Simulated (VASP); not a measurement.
Input of a VASP 6.6.1 run:

INCAR

```
ALGO     = Normal         # electronic algorithm
EDIFF    = 1E-6           # SCF threshold, eV
ENCUT    = 520            # plane-wave cutoff, eV
GGA      = CA             # functional
ISIF     = 2              # what is computed and relaxed
ISMEAR   = -1             # smearing method
LASPH    = True           # aspherical terms in the spheres
LCHARG   = False          # write CHGCAR
LREAL    = False          # projectors in reciprocal space
LWAVE    = False          # write WAVECAR
NBANDS   = 16             # bands
NELM     = 60             # most SCF steps
PREC     = Accurate       # precision mode
SIGMA    = 0.05           # smearing width, eV
```

KPOINTS

```
k-points
0
Gamma
  10 10 10
```

Contents of POSCAR:

```
GaSb
1.0
   -2.7896675499      2.7896675499      1.6116397558
    2.7896675499     -2.7896675499      1.6116397558
    2.7896675499      2.7896675499     -1.6116397558
Sb Ga
1 1
Direct
    0.0000000000      0.0000000000      0.0000000000
    0.7500000000      0.2500000000      0.5000000000
```

Potentials or basis: VASP PAW LDA potentials, release 64 (Sb, Ga_d).

The run is started by

```console
$ cat potpaw_LDA.64/Sb/POTCAR potpaw_LDA.64/Ga_d/POTCAR > POTCAR
$ mpirun -np 1 vasp_std > vasp.out
```

Q: What does it give for the band gap on the k mesh?

A: Zero (band 9 reaches 7.72 eV, above the bottom of band 10 at 3.39 eV).

Q: Predict the pressure.

A: -5.8 GPa.

Stress tensor (GPa, compression positive):
```
-5.80  0.00  0.00
 0.00 -5.80  0.00
 0.00  0.00 -5.90
```

Caveat: spin-orbit coupling is left out, which moves the levels of the heavy elements.
